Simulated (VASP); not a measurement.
Runs of VASP 6.6.1 on O. The structure is that of space group Pm-3m (No. 221), or close to it. The cells are those of the table. 

```tsv
level	potentials or basis	cell	cutoff (eV)	smearing	gap on the mesh (eV)	pressure (GPa)
PBEsol	VASP PAW PBE potentials, release 64 (O)	a = 1.699 Å, 1 atom	600	fermi-dirac 0.05 eV	none	219.0
LDA	VASP PAW LDA potentials, release 64 (O)	a = 1.858 Å, 1 atom	600	gaussian 0.025 eV	none	(b)
PBEsol	VASP PAW PBE potentials, release 64 (O)	a = 1.962 Å, 1 atom	600	fermi-dirac 0.05 eV	none	(a)
PBEsol	VASP PAW PBE potentials, release 64 (O)	a = 1.929 Å, 1 atom	600	fermi-dirac 0.05 eV	none	11.2
PBEsol	VASP PAW PBE potentials, release 64 (O)	a = 1.858 Å, 1 atom	520	fermi-dirac 0.05 eV	none	46.7
```

Alike in all rows: task single point; no spin polarisation; k mesh 16 × 16 × 16.

Question: Fill in the values left out.

Answer: (a) -0.4; (b) 38.2.

Caveats: the PAW data sets were made with another functional, which shifts forces and pressure a little (some runs).

A gap of «none» marks levels without a gap at the run's occupations.
